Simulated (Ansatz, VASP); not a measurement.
One calculation of Zn, two programs

Contents of INCAR:

```
SYSTEM = Zn
PREC = Accurate
ENCUT = 520
EDIFF = 1E-6
ISMEAR = 0
SIGMA = 0.15
LREAL = .False.
LASPH = .True.
NELM = 80
ALGO = Fast
ISIF = 2
LWAVE = .False.
LCHARG = .True.
GGA = PS
LELF = .True.
LVHAR = .True.
NBANDS = 12
```

Contents of KPOINTS:

```
Automatic mesh
0
Gamma
  20 20 20
  0 0 0
```

The input POSCAR:

```
Zn
1.0
   -0.0392955200      1.9647760000      1.9647760000
    1.9254804800      0.0000000000      1.9254804800
    1.9647760000      1.9647760000     -0.0392955200
Zn
1
Direct
    0.0000000000      0.0000000000      0.0000000000
```

Input for Ansatz:

```yaml
crystal:
  lattice:
    - [-0.03929552, 1.964776, 1.964776]
    - [1.92548048, 0.0, 1.92548048]
    - [1.964776, 1.964776, -0.03929552]
  atoms:
    - { symbol: Zn, position: [0.0, 0.0, 0.0] }
basis:
  ecutwfc: 420
kpoints:
  mp_grid: { grid: [20, 20, 20] }
hamiltonian:
  xc: pbesol
scf:
  occupations: { method: gaussian, width: 0.15 }
output:
  forces: true
  stress: true
  eigenvalues: true
```

Change from the starting cell: strain -0.0400 x Voigt [0, 0, 0, 0, 1, 0], atoms carried along.

Alike in both runs: task single point; functional PBEsol; k mesh 20 × 20 × 20; occupations gaussian, width 0.15 eV; no spin polarisation.

|  | VASP | Ansatz |
| --- | --- | --- |
| version | VASP 6.6.1 | Ansatz 0.2.0 |
| potentials or method | VASP PAW PBE potentials, release 64 (Zn), cutoff 520 eV | scalar-relativistic, plane waves, PAW |
| valence electrons in the cell | 12 | 12 |

|  | VASP | Ansatz | Ansatz less VASP |
| --- | --- | --- | --- |
| gap on the k mesh at the Fermi level (eV) | none | none | - |
| pressure (GPa) | -4.6 | -5.0 | -0.36 |
| traceless stress, the component that is largest in VASP (GPa) | -0.36 | -0.36 | 0.000 |

VASP's potentials were made for PBE, not for PBEsol. A gap of «none» marks a metal or a gap that the smearing closes.
